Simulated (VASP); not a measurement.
# MgO (Cm) in VASP: single point with PBEsol

Aim: the single point of MgO with PBEsol.

Everything below comes from runs of VASP 6.6.1. Logs are shortened: lines on timing, memory, paths and dates and some standing lists are left out, and cuts for length are marked.

**1. The cell of the first run**

It takes space group Cm (No. 8, monoclinic). Conventional cell: a = 5.089 Å, b = 2.938 Å, c = 2.680 Å, α = 90.00°, β = 90.00°, γ = 90.00°. Mg (site symmetry m) has 6 O at 1.97 to 2.44 Å within 2.6 Å. Within 2.6 Å of O (site symmetry m) lie 6 Mg at 1.97 to 2.44 Å.

**2. Single point, PBEsol (atom 1 (Mg) moved by (-0.200, -0.200) A along y and z)**

Contents of INCAR:

```
SYSTEM = MgO
PREC     = Accurate       ! precision mode
ENCUT    = 520            ! plane-wave cutoff, eV
EDIFF    = 1E-6           ! SCF threshold, eV
ISMEAR   = 0              ! smearing method
SIGMA    = 0.05           ! smearing width, eV
LREAL    = .FALSE.        ! projectors in reciprocal space
LASPH    = .TRUE.         ! aspherical terms in the spheres
NELM     = 80             ! most SCF steps
ALGO     = Normal         ! electronic algorithm
ISIF     = 2              ! what is computed and relaxed
LWAVE    = .FALSE.        ! write WAVECAR
LCHARG   = .FALSE.        ! write CHGCAR
GGA      = PS             ! functional
NBANDS   = 11             ! bands
```

Contents of KPOINTS:

```
Automatic mesh
0
G
  9 9 8
  0 0 0
```

Contents of POSCAR:

```
MgO
1.0
    2.9380209034      0.0000000000      0.0000000000
   -1.4690104517      2.5444007392      0.0000000000
    0.0000000000      0.0000000000      2.6796800000
Mg O
1 1
Direct
   -0.0393019851     -0.0786039702     -0.0746357774
    0.3333333333      0.6666666667      0.5000000000
```

Potentials or basis: VASP PAW PBE potentials, release 64 (Mg, O).

Launch:

```console
> cat potpaw_PBE.64/Mg/POTCAR potpaw_PBE.64/O/POTCAR > POTCAR
> mpirun -np 1 vasp_std > vasp.out
```

OUTCAR:

```text
SYSTEM = MgO
   PREC = Accurate
   ENCUT = 520
   EDIFF = 1E-6
   ISMEAR = 0
   LREAL = .FALSE.
   LASPH = .TRUE.
   NELM = 80
   ISIF = 2
   GGA = PS

 ion  position               nearest neighbor table
   1  0.961  0.921  0.925-   2 1.97   2 1.97   2 2.21   2 2.22   2 2.22   2 2.44
   2  0.333  0.667  0.500-   1 1.97   1 1.97   1 2.21   1 2.22   1 2.22   1 2.44

  LATTYP: Found a hexagonal cell.
 ALAT       =     2.9380209034
 C/A-ratio  =     0.9120697531

  Lattice vectors:

 A1 = (   2.9380209034,   0.0000000000,   0.0000000000)
 A2 = (  -1.4690104517,   2.5444007392,   0.0000000000)
 A3 = (   0.0000000000,   0.0000000000,   2.6796800000)

Analysis of symmetry for initial positions (statically):
=====================================================================
 Subroutine PRICEL returns:
 Original cell was already a primitive cell.

 Routine SETGRP: Setting up the symmetry group for a
 hexagonal supercell.

 Subroutine GETGRP returns: Found  2 space group operations
 (whereof  2 operations were pure point group operations)
 out of a pool of 24 trial point group operations.

The static configuration has the point symmetry C_1h.

Analysis of symmetry for dynamics (positions and initial velocities):
=====================================================================
 Subroutine PRICEL returns:
 Original cell was already a primitive cell.

 Routine SETGRP: Setting up the symmetry group for a
 hexagonal supercell.

 Subroutine GETGRP returns: Found  2 space group operations
 (whereof  2 operations were pure point group operations)
 out of a pool of 24 trial point group operations.

The dynamic configuration has the point symmetry C_1h.

 Subroutine INISYM returns: Found  2 space group operations
 (whereof  2 operations are pure point group operations),
 and found     1 'primitive' translations

----------------------------------------------------------------------------------------

                                     Primitive cell

  volume of cell :      20.0320

  direct lattice vectors                    reciprocal lattice vectors
     2.938020903  0.000000000  0.000000000     0.340365175  0.196509926  0.000000000
    -1.469010452  2.544400739  0.000000000     0.000000000  0.393019851  0.000000000
     0.000000000  0.000000000  2.679680000     0.000000000  0.000000000  0.373178887

  length of vectors
     2.938020903  2.938020903  2.679680000     0.393019851  0.393019851  0.373178887

  position of ions in fractional coordinates (direct lattice)
     0.960698015  0.921396030  0.925364223
     0.333333333  0.666666667  0.500000000

  ion indices of the primitive-cell ions
   primitive index   ion index
                 1           1
                 2           2

----------------------------------------------------------------------------------------

 KPOINTS: Automatic mesh

Automatic generation of k-mesh.
 Grid dimensions read from file:
 generate k-points for:    9    9    8

 Generating k-lattice:

  Cartesian coordinates                     Fractional coordinates (reciprocal lattice)
     0.037818353  0.021834436  0.000000000     0.111111111 -0.000000000  0.000000000
     0.000000000  0.043668872  0.000000000     0.000000000  0.111111111  0.000000000
     0.000000000  0.000000000  0.046647361     0.000000000  0.000000000  0.125000000

  Length of vectors
     0.043668872  0.043668872  0.046647361

  Shift w.r.t. Gamma in fractional coordinates (k-lattice)
     0.000000000  0.000000000  0.000000000

 Subroutine IBZKPT returns following result:
 ===========================================

 Found    185 irreducible k-points:

 Following reciprocal coordinates:
            Coordinates               Weight
  0.000000  0.000000  0.000000      1.000000
  0.111111 -0.000000  0.000000      4.000000
  0.000000  0.111111  0.000000      2.000000
  0.222222 -0.000000  0.000000      4.000000
  0.000000  0.222222  0.000000      2.000000
  0.333333 -0.000000  0.000000      4.000000
[... 16 lines left out ...]
 -0.222222 -0.444444  0.000000      4.000000
  0.444444  0.333333  0.000000      4.000000
 [... further k-points ...]
   k-points           NKPTS =    185   k-points in BZ     NKDIM =    185   number of bands    NBANDS=     11
   number of dos      NEDOS =    301   number of ions     NIONS =      2
   total plane-waves  NPLWV =  11520
   dimension x,y,z NGX =    24 NGY =   24 NGZ =   20
   dimension x,y,z NGXF=    48 NGYF=   48 NGZF=   40
   ions per type =               1   1
   NGX,Y,Z   is equivalent  to a cutoff of  13.58, 13.58, 12.41 a.u.
   NGXF,Y,Z  is equivalent  to a cutoff of  27.16, 27.16, 24.82 a.u.
 SYSTEM =  MgO
   PREC   = accura    normal or accurate (medium, high low for compatibility)
   ISTART =      0    job   : 0-new  1-cont  2-samecut
   ICHARG =      2    charge: 1-file 2-atom 10-const
   ISPIN  =      1    spin polarized calculation?
   LNONCOLLINEAR =      F non collinear calculations
   LSORBIT =      F    spin-orbit coupling
   LASPH  =      T    aspherical Exc in radial PAW
   ENCUT  =  520.0 eV  38.22 Ry    6.18 a.u.   5.46  5.46  4.98*2*pi/ulx,y,z
   NELM   =     80;   NELMIN=  2; NELMDL= -5     # of ELM steps
   EDIFF  = 0.1E-05   stopping-criterion for ELM
   LREAL  =      F    real-space projection
   EDIFFG = 0.1E-04   stopping-criterion for IOM
   NSW    =      0    number of steps for IOM
   IBRION =     -1    ionic relax: 0-MD 1-quasi-New 2-CG
   NFREE  =      0    steps in history (QN), initial steepest desc. (CG)
   ISIF   =      2    stress and relaxation
   ISYM   =      2    0-nonsym 1-usesym 2-fastsym
   POTIM  = 0.5000    time-step for ionic-motion
   TEBEG  =    0.0;   TEEND  =   0.0 temperature during run
   PSTRESS=    0.0 pullay stress
   NELECT =       8.0000    total number of electrons
   NUPDOWN=      -1.0000    fix difference up-down
   EMIN   =  10.00;   EMAX   =-10.00  energy-range for DOS
   EFERMI =   0.00;   METHOD = LEGACY
   ISMEAR =     0;   SIGMA  =   0.05  broadening in eV -4-tet -1-fermi 0-gaus
   EFERMI_NEDOS =   21; number of points for ismear=-14 and -15
   IALGO  =     38    algorithm
   IMIX   =      4    mixing-type and parameters
     AMIX     =   0.40;   BMIX     =  1.00
     AMIX_MAG =   1.60;   BMIX_MAG =  1.00
  volume/ion in A,a.u.               =      10.02        67.59
  Fermi-wavevector in a.u.,A,eV,Ry     =   1.205583  2.278221 19.775115  1.453430
  Thomas-Fermi vector in A             =   2.341275
   LORBIT       =      0    0 simple, 1 ext, 2 COOP (PROOUT), +10 PAW based schemes
   GGA     = PS    functional components
   LHFCALC =     F    Hartree Fock is set to
   AEXX    =    0.0000 exact exchange contribution
   IVDW    =     0    specifies the selected vdW correction
   LEPSILON=     F    determine dielectric tensor
   LRPA    =     F    only Hartree local field effects (RPA)
 non-spin polarized calculation
 Gauss-broadening in eV      SIGMA  =   0.05
  energy-cutoff  :      520.00
  volume of cell :       20.03
 maximum number of plane-waves:       562
 NGX is ok and might be reduce to    24
   NGX = 11   NGY = 11   NGZ =  9

 number of electron       7.9999996 magnetization

 Free energy of the ion-electron system (eV)
  ---------------------------------------------------
  ext. energy  EPLUGINS =         0.00000000
  ---------------------------------------------------
  free energy    TOTEN  =       -11.67562154 eV

  energy without entropy =      -11.67562154  energy(sigma->0) =      -11.67562154

 E-fermi :   3.5000     XC(G=0): -10.9278

 val. band max:        3.2229257526   @ k =   0.0000   0.0000   0.5000
 cond. band min:       6.0395970355   @ k =   0.0000   0.0000   0.0000
 fundamental gap:      2.8166712829
 Fermi energy:         3.4999957300

 k-point     1 :       0.0000    0.0000    0.0000
  band No.  band energies     occupation
      1     -14.2382      2.00000
      2       2.3587      2.00000
      3       2.6339      2.00000
      4       2.7137      2.00000
      5       6.0396      0.00000
      6      15.1255      0.00000
      7      18.3205      0.00000
      8      19.0172      0.00000
      9      21.5340      0.00000
     10      25.0958      0.00000
     11      25.4423      0.00000

 k-point     2 :       0.1111   -0.0000    0.0000
  band No.  band energies     occupation
      1     -14.1293      2.00000
      2       1.6271      2.00000
      3       2.4888      2.00000
      4       2.7706      2.00000
      5       6.7630      0.00000
      6      15.1254      0.00000
      7      17.1150      0.00000
      8      19.3166      0.00000
      9      22.6667      0.00000
     10      25.0976      0.00000
     11      25.8519      0.00000

 k-point     3 :       0.0000    0.1111    0.0000
  band No.  band energies     occupation
      1     -14.1323      2.00000
      2       1.7962      2.00000
      3       2.2676      2.00000
      4       2.7721      2.00000
      5       6.8535      0.00000
      6      15.0317      0.00000
      7      17.7815      0.00000
      8      18.6480      0.00000
      9      22.6841      0.00000
     10      24.4637      0.00000
     11      26.3726      0.00000

 k-point     4 :       0.2222   -0.0000    0.0000
  band No.  band energies     occupation
      1     -13.8388      2.00000
      2       0.2449      2.00000
      3       2.2566      2.00000
      4       2.8780      2.00000
      5       8.0238      0.00000
      6      14.2576      0.00000
      7      16.7673      0.00000
      8      19.8834      0.00000
      9      22.9270      0.00000
     10      24.7574      0.00000
     11      26.4824      0.00000
[... 239 lines left out ...]
 k-point    22 :       0.3333    0.2222    0.0000
  band No.  band energies     occupation
      1     -13.1259      2.00000
      2      -1.2024      2.00000
      3       0.4317      2.00000
      4       3.1377      2.00000
      5      10.9356      0.00000
      6      13.5037      0.00000
      7      15.6600      0.00000
      8      21.3018      0.00000
      9      22.6689      0.00000
     10      24.8472      0.00000
     11      25.5285      0.00000

 k-point    23 :      -0.2222   -0.4444    0.0000
  band No.  band energies     occupation
      1     -13.1371      2.00000
      2      -1.1236      2.00000
      3       0.3320      2.00000
      4       3.1577      2.00000
      5      11.1622      0.00000
      6      13.6114      0.00000
      7      15.3465      0.00000
      8      21.2938      0.00000
      9      22.4107      0.00000
     10      24.6246      0.00000
     11      25.6302      0.00000

 k-point    24 :       0.4444    0.3333    0.0000
  band No.  band energies     occupation
      1     -13.1187      2.00000
      2      -1.2517      2.00000
      3       0.5003      2.00000
      4       3.1245      2.00000
      5      10.8858      0.00000
      6      13.1515      0.00000
      7      15.9446      0.00000
      8      21.9659      0.00000
      9      22.9371      0.00000
     10      24.4014      0.00000
     11      25.5230      0.00000

 [... further k-points ...]
[... 5 lines left out ...]
  --------------------------------------------------------------------------------------
  -------------------------------------------------------------------------------------
  Total        0.3002138     -0.0342258      0.2881003      0.0000000      0.6225921      0.0000000
  in kB       24.0114239     -2.7374135     23.0425687      0.0000000     49.7955833      0.0000000
  external PRESSURE =      14.7721930 kB  Pullay stress =       0.0000000 kB

 VOLUME and BASIS-vectors are now :
 -----------------------------------------------------------------------------
  energy-cutoff  :      520.00
  volume of cell :       20.03
      direct lattice vectors                 reciprocal lattice vectors
     2.938020903  0.000000000  0.000000000     0.340365175  0.196509926  0.000000000
    -1.469010452  2.544400739  0.000000000     0.000000000  0.393019851  0.000000000
     0.000000000  0.000000000  2.679680000     0.000000000  0.000000000  0.373178887

 POSITION                                       TOTAL-FORCE (eV/Angst)
 -----------------------------------------------------------------------------------
      1.46901      2.34440      2.47968         0.000000      0.624911      0.907458
     -0.00000      1.69627      1.33984         0.000000     -0.624911     -0.907458
 -----------------------------------------------------------------------------------
    total drift:                                0.000000     -0.000030     -0.000339

  FREE ENERGIE OF THE ION-ELECTRON SYSTEM (eV)
  ---------------------------------------------------
  free  energy   TOTEN  =       -11.6756215425 eV

  energy  without entropy=      -11.6756215425  energy(sigma->0) =      -11.67562154
```

It took 27 s on 1 thread of AMD EPYC 9R45 (Zen 5), shared host; peak memory 0.13 GiB.

What came out:

| Property | Result |
| --- | --- |
| Free energy | -11.6756 eV |
| Pressure | 1.5 GPa |
| Largest force | 1.102 eV/Å |
| Band gap on the k mesh | 2.82 eV, indirect (least direct gap 3.33 eV) |

Forces in eV/Å, atoms in the order of the input:
```
Mg   0.000  0.625  0.907
O    0.000 -0.625 -0.907
```

Levels at points of the mesh, in eV from the valence-band top:
```
           k point  band 1  band 2  band 3  band 4  band 5  band 6  band 7  band 8
(0.00, 0.00, 0.00)  -17.46   -0.86   -0.59   -0.51    2.82   11.90   15.10   15.79
(0.00, 0.00, 0.50)  -16.38   -5.44   -0.49    0.00    8.09    8.79   17.54   17.59
```

Caveat: the cell differs from its parent crystal (atom 1 (Mg) moved by (-0.200, -0.200) A along y and z); the PAW data sets were made with another functional, which shifts forces and pressure a little.
